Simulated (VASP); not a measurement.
Input of a VASP 6.6.1 run:

Contents of INCAR:

```
PREC     = Accurate       # precision mode
ENCUT    = 520            # plane-wave cutoff, eV
EDIFF    = 1E-7           # SCF threshold, eV
ISMEAR   = 0              # smearing method
SIGMA    = 0.15           # smearing width, eV
LREAL    = False          # projectors in reciprocal space
LASPH    = True           # aspherical terms in the spheres
NELM     = 60             # most SCF steps
ALGO     = Fast           # electronic algorithm
ISIF     = 2              # what is computed and relaxed
LWAVE    = False          # write WAVECAR
LCHARG   = False          # write CHGCAR
GGA      = PE             # functional
NBANDS   = 12             # bands
```

Contents of KPOINTS:

```
Automatic mesh
0
Gamma
  24 24 24
```

Contents of POSCAR:

```
Cu
1.0
    0.0000000000      1.7509782209      1.9260760430
    1.7509782209      0.0000000000      1.9260760430
    1.7509782209      1.7509782209      0.0000000000
Cu
1
Direct
    0.0000000000      0.0000000000      0.0000000000
```

Potentials or basis: VASP PAW PBE potentials, release 64 (Cu).

Launch:

```bash
$ cat potpaw_PBE.64/Cu/POTCAR > POTCAR
$ mpirun -np 1 vasp_std > vasp.out
```

Question: Estimate the pressure.

Answer: 2.9 GPa.

Stress tensor (GPa, compression positive):
```
 5.52  0.00  0.00
 0.00  5.52  0.00
 0.00  0.00 -2.20
```
